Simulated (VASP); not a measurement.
# Cu (P6_3/mmc) in VASP: further runs

The runs below take Cu through single point, with PBE.

All numbers are computed with VASP 6.6.1; they aren't measurements. Logs are shortened: lines on timing, memory, paths and dates and some standing lists are left out, and cuts for length are marked.

**1. The cell of the first run**

It takes space group P6_3/mmc (No. 194, hexagonal). Conventional cell: a = 2.533 Å, b = 2.533 Å, c = 8.272 Å, α = 90.00°, β = 90.00°, γ = 120.00°. Within 3.3 Å of Cu (site symmetry -3m) lie 12 Cu at 2.53 Å. Cu (site symmetry -6m2) has 12 Cu at 2.53 Å within 3.3 Å.

This isn't the form of Cu at room conditions, which is fcc.

**2. Single point, PBE (11.49 Å³/atom)**

INCAR

```
SYSTEM = Cu
  ALGO = Normal
  EDIFF = 1E-6
  ENCUT = 520
  GGA = PE
  ISIF = 2
  ISMEAR = -1
  LASPH = .True.
  LCHARG = .False.
  LREAL = .False.
  LWAVE = .False.
  NBANDS = 30
  NELM = 100
  PREC = Accurate
  SIGMA = 0.1
```

KPOINTS

```
k-points
0
Gamma
  16 16 5
  0 0 0
```

POSCAR

```
Cu
1.0
    2.5327722394      0.0000000000      0.0000000000
   -1.2663861197      2.1934451013      0.0000000000
    0.0000000000      0.0000000000      8.2716866618
Cu
4
Direct
    1.0000000000      0.0000000000      0.0000000000
    1.0000000000      1.0000000000      0.5000000000
    0.3333333333      0.6666666667      0.2500000000
    0.6666666667      0.3333333333      0.7500000000
```

Potentials or basis: VASP PAW PBE potentials, release 64 (Cu).

Command:

```sh
$ cat potpaw_PBE.64/Cu/POTCAR > POTCAR
$ mpirun -np 1 vasp_std > vasp.out
```

OUTCAR:

```text
SYSTEM = Cu
   EDIFF = 1E-6
   ENCUT = 520
   GGA = PE
   ISIF = 2
   ISMEAR = -1
   LASPH = .True.
   LREAL = .False.
   NELM = 100
   PREC = Accurate

 ion  position               nearest neighbor table
   1  0.000  0.000  0.000-   3 2.53   4 2.53   3 2.53   4 2.53   4 2.53   3 2.53
   2  0.000  0.000  0.500-   3 2.53   4 2.53   3 2.53   4 2.53   4 2.53   3 2.53
   3  0.333  0.667  0.250-   1 2.53   2 2.53   1 2.53   2 2.53   1 2.53   2 2.53
   4  0.667  0.333  0.750-   1 2.53   2 2.53   1 2.53   2 2.53   1 2.53   2 2.53

  LATTYP: Found a hexagonal cell.
 ALAT       =     2.5327722394
 C/A-ratio  =     3.2658628096

  Lattice vectors:

 A1 = (   2.5327722394,   0.0000000000,   0.0000000000)
 A2 = (  -1.2663861197,   2.1934451013,   0.0000000000)
 A3 = (   0.0000000000,   0.0000000000,   8.2716866618)

Analysis of symmetry for initial positions (statically):
=====================================================================
 Subroutine PRICEL returns:
 Original cell was already a primitive cell.

 Routine SETGRP: Setting up the symmetry group for a
 hexagonal supercell.

 Subroutine GETGRP returns: Found 24 space group operations
 (whereof 12 operations were pure point group operations)
 out of a pool of 24 trial point group operations.

The static configuration has the point symmetry D_3d.
 The point group associated with its full space group is D_6h.

Analysis of symmetry for dynamics (positions and initial velocities):
=====================================================================
 Subroutine PRICEL returns:
 Original cell was already a primitive cell.

 Routine SETGRP: Setting up the symmetry group for a
 hexagonal supercell.

 Subroutine GETGRP returns: Found 24 space group operations
 (whereof 12 operations were pure point group operations)
 out of a pool of 24 trial point group operations.

The dynamic configuration has the point symmetry D_3d.
 The point group associated with its full space group is D_6h.

 Subroutine INISYM returns: Found 24 space group operations
 (whereof 12 operations are pure point group operations),
 and found     1 'primitive' translations

----------------------------------------------------------------------------------------

                                     Primitive cell

  volume of cell :      45.9533

  direct lattice vectors                    reciprocal lattice vectors
     2.532772239  0.000000000  0.000000000     0.394824290  0.227951910  0.000000000
    -1.266386120  2.193445101  0.000000000     0.000000000  0.455903820  0.000000000
     0.000000000  0.000000000  8.271686662     0.000000000  0.000000000  0.120894328

  length of vectors
     2.532772239  2.532772239  8.271686662     0.455903820  0.455903820  0.120894328

  position of ions in fractional coordinates (direct lattice)
     0.000000000  0.000000000  0.000000000
     0.000000000  0.000000000  0.500000000
     0.333333333  0.666666667  0.250000000
     0.666666667  0.333333333  0.750000000

  ion indices of the primitive-cell ions
   primitive index   ion index
                 1           1
                 2           2
                 3           3
                 4           4

----------------------------------------------------------------------------------------

 KPOINTS: k-points

Automatic generation of k-mesh.
 Grid dimensions read from file:
 generate k-points for:   16   16    5

 Generating k-lattice:

  Cartesian coordinates                     Fractional coordinates (reciprocal lattice)
     0.024676518  0.014246994  0.000000000     0.062500000  0.000000000  0.000000000
     0.000000000  0.028493989  0.000000000     0.000000000  0.062500000  0.000000000
     0.000000000  0.000000000  0.024178866     0.000000000  0.000000000  0.200000000

  Length of vectors
     0.028493989  0.028493989  0.024178866

  Shift w.r.t. Gamma in fractional coordinates (k-lattice)
     0.000000000  0.000000000  0.000000000

 Subroutine IBZKPT returns following result:
 ===========================================

 Found     90 irreducible k-points:

 Following reciprocal coordinates:
            Coordinates               Weight
  0.000000  0.000000  0.000000      1.000000
  0.062500  0.000000  0.000000      6.000000
  0.125000  0.000000  0.000000      6.000000
  0.187500  0.000000  0.000000      6.000000
  0.250000  0.000000  0.000000      6.000000
  0.312500  0.000000  0.000000      6.000000
[... 16 lines left out ...]
  0.187500  0.187500  0.000000      6.000000
  0.250000  0.187500  0.000000     12.000000
 [... further k-points ...]
   k-points           NKPTS =     90   k-points in BZ     NKDIM =     90   number of bands    NBANDS=     30
   number of dos      NEDOS =    301   number of ions     NIONS =      4
   total plane-waves  NPLWV =  25600
   dimension x,y,z NGX =    20 NGY =   20 NGZ =   64
   dimension x,y,z NGXF=    40 NGYF=   40 NGZF=  128
   ions per type =               4
   NGX,Y,Z   is equivalent  to a cutoff of  13.13, 13.13, 12.86 a.u.
   NGXF,Y,Z  is equivalent  to a cutoff of  26.26, 26.26, 25.73 a.u.
 SYSTEM =  Cu
   PREC   = accura    normal or accurate (medium, high low for compatibility)
   ISTART =      0    job   : 0-new  1-cont  2-samecut
   ICHARG =      2    charge: 1-file 2-atom 10-const
   ISPIN  =      1    spin polarized calculation?
   LNONCOLLINEAR =      F non collinear calculations
   LSORBIT =      F    spin-orbit coupling
   LASPH  =      T    aspherical Exc in radial PAW
   ENCUT  =  520.0 eV  38.22 Ry    6.18 a.u.   4.71  4.71 15.38*2*pi/ulx,y,z
   NELM   =    100;   NELMIN=  2; NELMDL= -5     # of ELM steps
   EDIFF  = 0.1E-05   stopping-criterion for ELM
   LREAL  =      F    real-space projection
   EDIFFG = 0.1E-04   stopping-criterion for IOM
   NSW    =      0    number of steps for IOM
   IBRION =     -1    ionic relax: 0-MD 1-quasi-New 2-CG
   NFREE  =      0    steps in history (QN), initial steepest desc. (CG)
   ISIF   =      2    stress and relaxation
   ISYM   =      2    0-nonsym 1-usesym 2-fastsym
   POTIM  = 0.5000    time-step for ionic-motion
   TEBEG  =    0.0;   TEEND  =   0.0 temperature during run
   PSTRESS=    0.0 pullay stress
   NELECT =      44.0000    total number of electrons
   NUPDOWN=      -1.0000    fix difference up-down
   EMIN   =  10.00;   EMAX   =-10.00  energy-range for DOS
   EFERMI =   0.00;   METHOD = LEGACY
   ISMEAR =    -1;   SIGMA  =   0.10  broadening in eV -4-tet -1-fermi 0-gaus
   EFERMI_NEDOS =   21; number of points for ismear=-14 and -15
   IALGO  =     38    algorithm
   IMIX   =      4    mixing-type and parameters
     AMIX     =   0.40;   BMIX     =  1.00
     AMIX_MAG =   1.60;   BMIX_MAG =  1.00
  volume/ion in A,a.u.               =      11.49        77.53
  Fermi-wavevector in a.u.,A,eV,Ry     =   1.613566  3.049198 35.424063  2.603595
  Thomas-Fermi vector in A             =   2.708615
   LORBIT       =      0    0 simple, 1 ext, 2 COOP (PROOUT), +10 PAW based schemes
   GGA     = PE    functional components
   LHFCALC =     F    Hartree Fock is set to
   AEXX    =    0.0000 exact exchange contribution
   IVDW    =     0    specifies the selected vdW correction
   LEPSILON=     F    determine dielectric tensor
   LRPA    =     F    only Hartree local field effects (RPA)
 non-spin polarized calculation
  energy-cutoff  :      520.00
  volume of cell :       45.95
 maximum number of plane-waves:      1255
 NGX is ok and might be reduce to    20
   NGX =  9   NGY =  9   NGZ = 31

 number of electron      43.9999991 magnetization

 Free energy of the ion-electron system (eV)
  ---------------------------------------------------
  ext. energy  EPLUGINS =         0.00000000
  ---------------------------------------------------
  free energy    TOTEN  =       -14.86963676 eV

  energy without entropy =      -14.82579953  energy(sigma->0) =      -14.84771815

 E-fermi :   7.9001     XC(G=0): -12.8873

 val. band max:        7.8878740179   @ k =   0.3750   0.1250   0.4000
 cond. band min:       7.9104939503   @ k =   0.3125   0.1875   0.4000
 fundamental gap:      0.0226199324
 Fermi energy:         7.9001263881

 k-point     1 :       0.0000    0.0000    0.0000
  band No.  band energies     occupation
      1      -1.6308      2.00000
      2       0.5263      2.00000
      3       0.5335      2.00000
      4       2.6963      2.00000
      5       4.5567      2.00000
      6       4.5609      2.00000
[... 22 lines left out ...]
     29      30.0495      0.00000
     30      30.2231      0.00000

 k-point     2 :       0.0625    0.0000    0.0000
  band No.  band energies     occupation
      1      -1.5017      2.00000
      2       0.6416      2.00000
      3       0.6487      2.00000
      4       2.7732      2.00000
      5       4.4915      2.00000
      6       4.5292      2.00000
[... 22 lines left out ...]
     29      28.7889      0.00000
     30      28.8608      0.00000

 k-point     3 :       0.1250    0.0000    0.0000
  band No.  band energies     occupation
      1      -1.1193      2.00000
      2       0.9763      2.00000
      3       0.9831      2.00000
      4       2.9865      2.00000
      5       4.3530      2.00000
      6       4.4495      2.00000
[... 22 lines left out ...]
     29      26.3351      0.00000
     30      26.3540      0.00000

 k-point     4 :       0.1875    0.0000    0.0000
  band No.  band energies     occupation
      1      -0.5000      2.00000
      2       1.4891      2.00000
      3       1.4953      2.00000
      4       3.2743      2.00000
      5       4.2118      2.00000
      6       4.3297      2.00000
[... 22 lines left out ...]
     29      23.4469      0.00000
     30      23.5444      0.00000

 k-point     5 :       0.2500    0.0000    0.0000
  band No.  band energies     occupation
      1       0.3201      2.00000
      2       2.0800      2.00000
      3       2.0858      2.00000
      4       3.5027      2.00000
      5       4.1077      2.00000
      6       4.1227      2.00000
[... 22 lines left out ...]
     29      22.2147      0.00000
     30      22.3752      0.00000
[... 526 lines left out ...]
     29      18.2786      0.00000
     30      19.7244      0.00000

 k-point    22 :       0.4375    0.1250    0.0000
  band No.  band energies     occupation
      1       2.9521      2.00000
      2       3.0388      2.00000
      3       3.3650      2.00000
      4       3.5759      2.00000
      5       3.8331      2.00000
      6       3.8526      2.00000
[... 22 lines left out ...]
     29      17.9485      0.00000
     30      18.4062      0.00000

 k-point    23 :       0.1875    0.1875    0.0000
  band No.  band energies     occupation
      1       1.5011      2.00000
      2       2.8024      2.00000
      3       2.8082      2.00000
      4       3.8295      2.00000
      5       3.8464      2.00000
      6       3.9833      2.00000
[... 22 lines left out ...]
     29      19.8367      0.00000
     30      20.1156      0.00000

 k-point    24 :       0.2500    0.1875    0.0000
  band No.  band energies     occupation
      1       2.3713      2.00000
      2       3.1256      2.00000
      3       3.1379      2.00000
      4       3.7478      2.00000
      5       3.7705      2.00000
      6       3.9960      2.00000
[... 22 lines left out ...]
     29      17.6033      0.00000
     30      19.2764      0.00000

 [... further k-points ...]
[... 5 lines left out ...]
  --------------------------------------------------------------------------------------
  -------------------------------------------------------------------------------------
  Total        2.0109918      2.0109918      2.0309506      0.0000000      0.0000000      0.0000000
  in kB       70.1138636     70.1138636     70.8097343      0.0000000      0.0000000      0.0000000
  external PRESSURE =      70.3458205 kB  Pullay stress =       0.0000000 kB

 VOLUME and BASIS-vectors are now :
 -----------------------------------------------------------------------------
  energy-cutoff  :      520.00
  volume of cell :       45.95
      direct lattice vectors                 reciprocal lattice vectors
     2.532772239  0.000000000  0.000000000     0.394824290  0.227951910  0.000000000
    -1.266386120  2.193445101  0.000000000     0.000000000  0.455903820  0.000000000
     0.000000000  0.000000000  8.271686662     0.000000000  0.000000000  0.120894328

 POSITION                                       TOTAL-FORCE (eV/Angst)
 -----------------------------------------------------------------------------------
      0.00000      0.00000      0.00000        -0.000000      0.000000     -0.000000
      0.00000      0.00000      4.13584        -0.000000      0.000000     -0.000000
     -0.00000      1.46230      2.06792         0.000000      0.000000      0.000000
      1.26639      0.73115      6.20376        -0.000000      0.000000     -0.000000
 -----------------------------------------------------------------------------------
    total drift:                                0.000000     -0.000000      0.000000

  FREE ENERGIE OF THE ION-ELECTRON SYSTEM (eV)
  ---------------------------------------------------
  free  energy   TOTEN  =       -14.8696367614 eV

  energy  without entropy=      -14.8257995326  energy(sigma->0) =      -14.84771815
```

It took 46 s on 1 thread of Intel Xeon 6975P-C (Granite Rapids), shared host; peak memory 0.22 GiB.

Results:

- Free energy: -14.8696 eV
- Pressure: 7.0 GPa
- Band gap on the k mesh: zero (bands 22 and 23 overlap by 5.31 eV)

Levels at points of the mesh, in eV from the Fermi level:
```csv
k point,band 20,band 21,band 22,band 23,band 24,band 25
"(0.00, 0.00, 0.00)",-1.97,-1.97,-1.67,-1.67,-1.05,3.93
"(0.50, 0.00, 0.00)",-1.51,-0.63,0.41,1.01,1.60,4.75
```

Caveat: the cell stands under pressure.

(Part 1 of 2 ends here.)
